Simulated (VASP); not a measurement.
A run of VASP 6.6.1 is set up as follows.

INCAR

```
  PREC = Accurate
  ENCUT = 520
  EDIFF = 1E-7
  ISMEAR = 0
  SIGMA = 0.02
  LREAL = F
  LASPH = T
  NELM = 60
  ALGO = Normal
  ISIF = 2
  LWAVE = F
  LCHARG = F
  GGA = PE
  NBANDS = 20
```

File KPOINTS:

```
Automatic mesh
0
Gamma
  12 12 2
```

POSCAR

```
WS2
1.0
    3.0668723159      0.0000000000      0.0000000000
   -1.5334361580      2.7470256750      0.0000000000
    0.0000000000      0.0000000000     16.4317207008
W S
1 2
Direct
    0.3211576203      0.6423152506      0.0000000000
    0.6727545248      0.3455090397      0.9106506370
    0.6727545248      0.3455090397      0.0893493630
```

Potentials or basis: VASP PAW PBE potentials, release 64 (W_sv, S).

Run with:

```sh
$ cat potpaw_PBE.64/W_sv/POTCAR potpaw_PBE.64/S/POTCAR > POTCAR
$ mpirun -np 1 vasp_std > vasp.out
```

**Question.** Predict the band gap on the k mesh.

**Answer.** 1.51 eV, indirect (least direct gap 1.74 eV).

**Question.** Predict the largest force.

**Answer.** 3.629 eV/Å.

Forces in eV/Å, atoms in the order of the input:
```
W    0.000  3.203  0.000
S    0.000 -1.601 -3.257
S    0.000 -1.601  3.257
```

Caveat: the cell differs from its parent crystal (strained and its atoms moved); spin-orbit coupling is left out, which moves the levels of the heavy elements.
